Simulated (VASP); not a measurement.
# Pd (Im-3m) in VASP: a series of runs

The runs below take Pd through relaxation of cell and atoms, single point, with PBEsol.

All numbers are computed with VASP 6.6.1; they aren't measurements. Logs are shortened: lines on timing, memory, paths and dates and some standing lists are left out, and cuts for length are marked.

## (1) The cell of the first run

Symmetry: Im-3m, No. 229, cubic system. Conventional cell: a = 3.134 Å, b = 3.134 Å, c = 3.134 Å, α = 90.00°, β = 90.00°, γ = 90.00°. Pd (site symmetry m-3m) has 14 Pd at 2.71 to 3.13 Å within 3.6 Å.

This isn't the form of Pd at room conditions, which is fcc.

## (2) Relaxation of cell and atoms, PBEsol

INCAR

```
SYSTEM = Pd
ALGO     = Normal         ! electronic algorithm
EDIFF    = 1E-6           ! SCF threshold, eV
EDIFFG   = -0.05          ! ionic threshold
ENCUT    = 600            ! plane-wave cutoff, eV
GGA      = PS             ! functional
IBRION   = 2              ! ionic algorithm
ISIF     = 3              ! what is computed and relaxed
ISMEAR   = 0              ! smearing method
LASPH    = .TRUE.         ! aspherical terms in the spheres
LCHARG   = .FALSE.        ! write CHGCAR
LREAL    = .FALSE.        ! projectors in reciprocal space
LWAVE    = .FALSE.        ! write WAVECAR
NELM     = 60             ! most SCF steps
NSW      = 80             ! ionic steps
PREC     = Accurate       ! precision mode
SIGMA    = 0.1            ! smearing width, eV
```

KPOINTS

```
k-points
0
G
  8 8 8
  0 0 0
```

POSCAR

```
Pd
1.0
   -1.5668632857      1.5668632857      1.5668632857
    1.5668632857     -1.5668632857      1.5668632857
    1.5668632857      1.5668632857     -1.5668632857
Pd
1
Direct
    0.0000000000      0.0000000000      0.0000000000
```

Potentials or basis: VASP PAW PBE potentials, release 64 (Pd).

On the command line:

```sh
$ cat potpaw_PBE.64/Pd/POTCAR > POTCAR
$ mpirun -np 1 vasp_std > vasp.out
```

OUTCAR:

```text
SYSTEM = Pd
   EDIFF = 1E-6
   EDIFFG = -0.05
   ENCUT = 600
   GGA = PS
   IBRION = 2
   ISIF = 3
   ISMEAR = 0
   LASPH = .TRUE.
   LREAL = .FALSE.
   NELM = 60
   NSW = 80
   PREC = Accurate

 ion  position               nearest neighbor table
   1  0.000  0.000  0.000-

  LATTYP: Found a body centered cubic cell.
 ALAT       =     3.1337265714

  Lattice vectors:

 A1 = (  -1.5668632857,   1.5668632857,   1.5668632857)
 A2 = (   1.5668632857,  -1.5668632857,   1.5668632857)
 A3 = (   1.5668632857,   1.5668632857,  -1.5668632857)

Analysis of symmetry for initial positions (statically):
=====================================================================
 Subroutine PRICEL returns:
 Original cell was already a primitive cell.

 Routine SETGRP: Setting up the symmetry group for a
 body centered cubic supercell.

 Subroutine GETGRP returns: Found 48 space group operations
 (whereof 48 operations were pure point group operations)
 out of a pool of 48 trial point group operations.

The static configuration has the point symmetry O_h .

Analysis of symmetry for dynamics (positions and initial velocities):
=====================================================================
 Subroutine PRICEL returns:
 Original cell was already a primitive cell.

 Routine SETGRP: Setting up the symmetry group for a
 body centered cubic supercell.

 Subroutine GETGRP returns: Found 48 space group operations
 (whereof 48 operations were pure point group operations)
 out of a pool of 48 trial point group operations.

The dynamic configuration has the point symmetry O_h .

 Subroutine INISYM returns: Found 48 space group operations
 (whereof 48 operations are pure point group operations),
 and found     1 'primitive' translations

----------------------------------------------------------------------------------------

                                     Primitive cell

  volume of cell :      15.3870

  direct lattice vectors                    reciprocal lattice vectors
    -1.566863286  1.566863286  1.566863286     0.000000000  0.319108888  0.319108888
     1.566863286 -1.566863286  1.566863286     0.319108888  0.000000000  0.319108888
     1.566863286  1.566863286 -1.566863286     0.319108888  0.319108888  0.000000000

  length of vectors
     2.713886819  2.713886819  2.713886819     0.451288117  0.451288117  0.451288117

  position of ions in fractional coordinates (direct lattice)
     0.000000000  0.000000000  0.000000000

  ion indices of the primitive-cell ions
   primitive index   ion index
                 1           1

----------------------------------------------------------------------------------------

 KPOINTS: k-points

Automatic generation of k-mesh.
 Grid dimensions read from file:
 generate k-points for:    8    8    8

 Generating k-lattice:

  Cartesian coordinates                     Fractional coordinates (reciprocal lattice)
     0.000000000  0.039888611  0.039888611     0.125000000  0.000000000  0.000000000
     0.039888611  0.000000000  0.039888611     0.000000000  0.125000000  0.000000000
     0.039888611  0.039888611  0.000000000     0.000000000  0.000000000  0.125000000

  Length of vectors
     0.056411015  0.056411015  0.056411015

  Shift w.r.t. Gamma in fractional coordinates (k-lattice)
     0.000000000  0.000000000  0.000000000

 Subroutine IBZKPT returns following result:
 ===========================================

 Found     29 irreducible k-points:

 Following reciprocal coordinates:
            Coordinates               Weight
  0.000000  0.000000  0.000000      1.000000
  0.125000  0.000000  0.000000     12.000000
  0.250000  0.000000  0.000000     12.000000
  0.375000  0.000000  0.000000     12.000000
  0.500000  0.000000  0.000000      6.000000
  0.125000  0.125000  0.000000     24.000000
[... 16 lines left out ...]
 -0.250000  0.250000  0.250000      6.000000
 -0.375000  0.375000  0.250000     24.000000
 [... further k-points ...]
   k-points           NKPTS =     29   k-points in BZ     NKDIM =     29   number of bands    NBANDS=      9
   number of dos      NEDOS =    301   number of ions     NIONS =      1
   total plane-waves  NPLWV =  13824
   dimension x,y,z NGX =    24 NGY =   24 NGZ =   24
   dimension x,y,z NGXF=    48 NGYF=   48 NGZF=   48
   ions per type =               1
   NGX,Y,Z   is equivalent  to a cutoff of  14.70, 14.70, 14.70 a.u.
   NGXF,Y,Z  is equivalent  to a cutoff of  29.40, 29.40, 29.40 a.u.
 SYSTEM =  Pd
   PREC   = accura    normal or accurate (medium, high low for compatibility)
   ISTART =      0    job   : 0-new  1-cont  2-samecut
   ICHARG =      2    charge: 1-file 2-atom 10-const
   ISPIN  =      1    spin polarized calculation?
   LNONCOLLINEAR =      F non collinear calculations
   LSORBIT =      F    spin-orbit coupling
   LASPH  =      T    aspherical Exc in radial PAW
   ENCUT  =  600.0 eV  44.10 Ry    6.64 a.u.   5.42  5.42  5.42*2*pi/ulx,y,z
   NELM   =     60;   NELMIN=  2; NELMDL= -5     # of ELM steps
   EDIFF  = 0.1E-05   stopping-criterion for ELM
   LREAL  =      F    real-space projection
   EDIFFG = -.5E-01   stopping-criterion for IOM
   NSW    =     80    number of steps for IOM
   IBRION =      2    ionic relax: 0-MD 1-quasi-New 2-CG
   NFREE  =      1    steps in history (QN), initial steepest desc. (CG)
   ISIF   =      3    stress and relaxation
   ISYM   =      2    0-nonsym 1-usesym 2-fastsym
   POTIM  = 0.5000    time-step for ionic-motion
   TEBEG  =    0.0;   TEEND  =   0.0 temperature during run
   PSTRESS=    0.0 pullay stress
   NELECT =      10.0000    total number of electrons
   NUPDOWN=      -1.0000    fix difference up-down
   EMIN   =  10.00;   EMAX   =-10.00  energy-range for DOS
   EFERMI =   0.00;   METHOD = LEGACY
   ISMEAR =     0;   SIGMA  =   0.10  broadening in eV -4-tet -1-fermi 0-gaus
   EFERMI_NEDOS =   21; number of points for ismear=-14 and -15
   IALGO  =     38    algorithm
   IMIX   =      4    mixing-type and parameters
     AMIX     =   0.40;   BMIX     =  1.00
     AMIX_MAG =   1.60;   BMIX_MAG =  1.00
  volume/ion in A,a.u.               =      15.39       103.84
  Fermi-wavevector in a.u.,A,eV,Ry     =   1.418046  2.679719 27.359346  2.010855
  Thomas-Fermi vector in A             =   2.539213
   LORBIT       =      0    0 simple, 1 ext, 2 COOP (PROOUT), +10 PAW based schemes
   GGA     = PS    functional components
   LHFCALC =     F    Hartree Fock is set to
   AEXX    =    0.0000 exact exchange contribution
   IVDW    =     0    specifies the selected vdW correction
   LEPSILON=     F    determine dielectric tensor
   LRPA    =     F    only Hartree local field effects (RPA)
 conjugate gradient relaxation of ions
 non-spin polarized calculation
 Gauss-broadening in eV      SIGMA  =   0.10
  energy-cutoff  :      600.00
  volume of cell :       15.39
 maximum number of plane-waves:       532
 NGX is ok and might be reduce to    24
   NGX = 11   NGY = 11   NGZ = 11

--------------------------------------- Ionic step        1  -------------------------------------------

 number of electron      10.0000003 magnetization

 Free energy of the ion-electron system (eV)
  ---------------------------------------------------
  ext. energy  EPLUGINS =         0.00000000
  ---------------------------------------------------
  free energy    TOTEN  =        -5.86772338 eV

  energy without entropy =       -5.85764730  energy(sigma->0) =       -5.86268534

------------------------ aborting loop because EDIFF is reached ----------------------------------------

  FORCE on cell =-STRESS in cart. coord.  units (eV):
  Direction    XX          YY          ZZ          XY          YZ          ZX
  --------------------------------------------------------------------------------------
  -------------------------------------------------------------------------------------
  Total       -0.8015554     -0.8015554     -0.8015554     -0.0000000      0.0000000     -0.0000000
  in kB      -83.4623916    -83.4623916    -83.4623916     -0.0000000      0.0000000     -0.0000000
  external PRESSURE =     -83.4623916 kB  Pullay stress =       0.0000000 kB

 VOLUME and BASIS-vectors are now :
 -----------------------------------------------------------------------------
  energy-cutoff  :      600.00
  volume of cell :       15.39
      direct lattice vectors                 reciprocal lattice vectors
    -1.566863286  1.566863286  1.566863286     0.000000000  0.319108888  0.319108888
     1.566863286 -1.566863286  1.566863286     0.319108888  0.000000000  0.319108888
     1.566863286  1.566863286 -1.566863286     0.319108888  0.319108888  0.000000000

 POSITION                                       TOTAL-FORCE (eV/Angst)
 -----------------------------------------------------------------------------------
      0.00000      0.00000      0.00000         0.000000     -0.000000      0.000000
 -----------------------------------------------------------------------------------
    total drift:                                0.000000      0.000000      0.000000

  FREE ENERGIE OF THE ION-ELECTRON SYSTEM (eV)
  ---------------------------------------------------
  free  energy   TOTEN  =        -5.8677233830 eV

  energy  without entropy=       -5.8576472975  energy(sigma->0) =       -5.86268534

--------------------------------------- Ionic step        2  -------------------------------------------

 number of electron      10.0000002 magnetization

 E-fermi :  10.9367     XC(G=0): -13.8506

 val. band max:       10.9322339290   @ k =  -0.3750   0.5000   0.1250
 cond. band min:      10.9753062310   @ k =  -0.3750   0.5000   0.2500
 fundamental gap:      0.0430723020
 Fermi energy:        10.9366966429

 k-point     1 :       0.0000    0.0000    0.0000
  band No.  band energies     occupation
      1       3.1206      2.00000
      2       7.6157      2.00000
      3       7.6157      2.00000
      4       7.6157      2.00000
      5       9.8846      2.00000
      6       9.8846      2.00000
      7      30.4116      0.00000
      8      30.4116      0.00000
      9      30.4116      0.00000

 k-point     2 :       0.1250    0.0000    0.0000
  band No.  band energies     occupation
      1       3.7400      2.00000
      2       7.3914      2.00000
      3       7.6155      2.00000
      4       8.0905      2.00000
      5       9.6508      2.00000
      6       9.9037      2.00000
      7      30.1219      0.00000
      8      30.4364      0.00000
      9      31.2357      0.00000
[... 286 lines left out ...]
 POSITION                                       TOTAL-FORCE (eV/Angst)
 -----------------------------------------------------------------------------------
     -1.50627      1.50627      1.50627         0.000000      0.000000     -0.000000
 -----------------------------------------------------------------------------------
    total drift:                               -0.000000     -0.000000      0.000000

  FREE ENERGIE OF THE ION-ELECTRON SYSTEM (eV)
  ---------------------------------------------------
  free  energy   TOTEN  =        -5.8373767884 eV

  energy  without entropy=       -5.8277469601  energy(sigma->0) =       -5.83256187

--------------------------------------- Ionic step        3  -------------------------------------------

 number of electron       9.9999998 magnetization

 Free energy of the ion-electron system (eV)
  ---------------------------------------------------
  ext. energy  EPLUGINS =         0.00000000
  ---------------------------------------------------
  free energy    TOTEN  =        -5.88727698 eV

  energy without entropy =       -5.87737635  energy(sigma->0) =       -5.88232666

 E-fermi :   9.6626     XC(G=0): -13.4010

 val. band max:        9.6584443350   @ k =  -0.3750   0.5000   0.1250
 cond. band min:       9.6969581881   @ k =  -0.3750   0.5000   0.2500
 fundamental gap:      0.0385138531
 Fermi energy:         9.6626242308

 k-point     1 :       0.0000    0.0000    0.0000
  band No.  band energies     occupation
      1       2.4274      2.00000
      2       6.6975      2.00000
      3       6.6975      2.00000
      4       6.6975      2.00000
      5       8.7373      2.00000
      6       8.7373      2.00000
      7      29.0236      0.00000
      8      29.0236      0.00000
      9      29.0236      0.00000

 k-point     2 :       0.1250    0.0000    0.0000
  band No.  band energies     occupation
      1       3.0100      2.00000
      2       6.4995      2.00000
      3       6.7005      2.00000
      4       7.1239      2.00000
      5       8.5340      2.00000
      6       8.7543      2.00000
      7      28.5165      0.00000
      8      28.9801      0.00000
      9      29.7431      0.00000
[... 286 lines left out ...]
 POSITION                                       TOTAL-FORCE (eV/Angst)
 -----------------------------------------------------------------------------------
      0.00000     -0.00000      0.00000         0.000000      0.000000      0.000000
 -----------------------------------------------------------------------------------
    total drift:                               -0.000000      0.000000      0.000000

  FREE ENERGIE OF THE ION-ELECTRON SYSTEM (eV)
  ---------------------------------------------------
  free  energy   TOTEN  =        -5.8872769779 eV

  energy  without entropy=       -5.8773763480  energy(sigma->0) =       -5.88232666

 reached required accuracy - stopping structural energy minimisation
```

Wall time 18 s (1 thread of Intel Xeon 8259CL, shared host); peak memory 0.15 GiB.

What came out:

```
Free energy                           : -5.8873 eV
Relaxed volume                        : 14.69 Å³/atom
Relaxed cell                          : a = 2.672 Å, b = 2.672 Å, c = 2.672 Å, α = 109.47°, β = 109.47°, γ = 109.47°
Space group after relaxing (to 0.1 Å) : Im-3m (No. 229)
Energy gained by relaxing             : 19.6 meV/atom
Ionic steps                           : 3
Pressure after relaxing               : -0.2 GPa
Band gap on the k mesh                : zero (bands 5 and 6 overlap by 1.58 eV)
```

Step by step:
```csv
step,energy change (eV),largest force (eV/Å),pressure (GPa),volume (Å³)
1,0.0000,0.0000,-8.35,15.39
2,0.0303,0.0000,17.20,13.67
3,-0.0196,0.0000,-0.17,14.69
```

Final structure:
```
CELL_PARAMETERS angstrom
-1.54272 1.54272 1.54272
1.54272 -1.54272 1.54272
1.54272 1.54272 -1.54272
ATOMIC_POSITIONS crystal
Pd 0.00000 0.00000 0.00000
```

Levels at points of the mesh, in eV from the Fermi level:
```tsv
k point	band 3	band 4	band 5	band 6	band 7	band 8
(0.00, 0.00, 0.00)	-2.97	-2.97	-0.93	-0.93	19.36	19.36
(0.50, 0.00, 0.00)	-1.00	-0.68	0.66	1.33	7.98	15.12
(0.50, 0.50, 0.50)	0.26	0.26	0.26	9.20	9.20	9.20
```

Caveat: the PAW data sets were made with another functional, which shifts forces and pressure a little.

(Continued in part 2 of 2.)
